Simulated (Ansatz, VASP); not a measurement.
Two plane-wave programs on SnO2

The input INCAR:

```
SYSTEM = SnO2
PREC = Accurate ; ENCUT = 520
EDIFF = 1E-6 ; ISMEAR = 0
SIGMA = 0.05 ; LREAL = .False.
LASPH = .True. ; NELM = 100
ALGO = Normal ; ISIF = 2
LWAVE = .False. ; LCHARG = .False.
GGA = PE ; IVDW = 12
NBANDS = 64
```

KPOINTS

```
regular mesh
0
Gamma
  6 6 6
  0 0 0
```

The input POSCAR:

```
SnO2
1.0
    3.2373377712      1.8690778337      4.2908446647
   -3.2373377712      1.8690778337      4.2908446647
    0.0000000000     -3.7381556673      4.2908446647
Sn O
4 8
Direct
    0.8635728567      0.8653819586      0.8653819585
    0.3635956505      0.3653882474      0.8653881506
    0.3635956505      0.8653881507      0.3653882473
    0.8635823569      0.3653914077      0.3653914076
    0.1194873137      0.6220084213      0.6220084271
    0.6194791474      0.1220444067      0.6220135180
    0.6194791474      0.6220135122      0.1220444125
    0.6189941833      0.6031089301      0.6031089249
    0.1194888746      0.1220358890      0.1220358948
    0.1190040120      0.1030799670      0.6030987226
    0.1190040120      0.6030987278      0.1030799618
    0.6189919302      0.1030918128      0.1030918077
```

Input for Ansatz:

```yaml
crystal:
  lattice:
    - [3.2373377712, 1.8690778337, 4.2908446647]
    - [-3.2373377712, 1.8690778337, 4.2908446647]
    - [0.0, -3.7381556673, 4.2908446647]
  atoms:
    - { symbol: Sn, position: [0.8635728567, 0.8653819586, 0.8653819585] }
    - { symbol: Sn, position: [0.3635956505, 0.3653882474, 0.8653881506] }
    - { symbol: Sn, position: [0.3635956505, 0.8653881507, 0.3653882473] }
    - { symbol: Sn, position: [0.8635823569, 0.3653914077, 0.3653914076] }
    - { symbol: O, position: [0.1194873137, 0.6220084213, 0.6220084271] }
    - { symbol: O, position: [0.6194791474, 0.1220444067, 0.622013518] }
    - { symbol: O, position: [0.6194791474, 0.6220135122, 0.1220444125] }
    - { symbol: O, position: [0.6189941833, 0.6031089301, 0.6031089249] }
    - { symbol: O, position: [0.1194888746, 0.122035889, 0.1220358948] }
    - { symbol: O, position: [0.119004012, 0.103079967, 0.6030987226] }
    - { symbol: O, position: [0.119004012, 0.6030987278, 0.1030799618] }
    - { symbol: O, position: [0.6189919302, 0.1030918128, 0.1030918077] }
basis:
  ecutwfc: 520.0
kpoints:
  mp_grid: { grid: [6, 6, 6] }
hamiltonian:
  xc: pbe
  pseudopotentials: { kind: paw, azcp: { folder: soft_1 } }
  dispersion: d3bj
scf:
  occupations: { method: gaussian, width: 0.05 }
output:
  forces: true
  stress: true
  eigenvalues: true
```

Change from the starting cell: mode 20 frozen in at +0.025 Å and mode 26 at -0.035 Å (largest displacements).

Alike in both runs: task single point; functional PBE; dispersion D3(BJ); k mesh 6 × 6 × 6; occupations gaussian, width 0.05 eV; no spin polarisation.

|  | VASP | Ansatz |
| --- | --- | --- |
| version | VASP 6.6.1 | Ansatz 0.2.0 |
| potentials or method | VASP PAW PBE potentials, release 64 (Sn_d, O), cutoff 520 eV | scalar-relativistic, plane waves, PAW |
| valence electrons in the cell | 104 | 104 |

Ansatz gave:

```
gap on the k mesh at the Fermi level (eV)                     : 1.57
least direct gap on the mesh (eV)                             : 1.57
pressure (GPa)                                                : 0.3
traceless stress, the component that is largest in VASP (GPa) : -2.69
rms of the force components (eV/Å)                            : 0.292
```

Task: Which values does VASP return?

Result: gap on the k mesh at the Fermi level (eV): 1.55; least direct gap on the mesh (eV): 1.55; pressure (GPa): 1.0; traceless stress, the component that is largest in VASP (GPa): -2.74; rms of the force components (eV/Å): 0.301.

Atom by atom the forces differ by 0.027 eV/Å (rms over components).
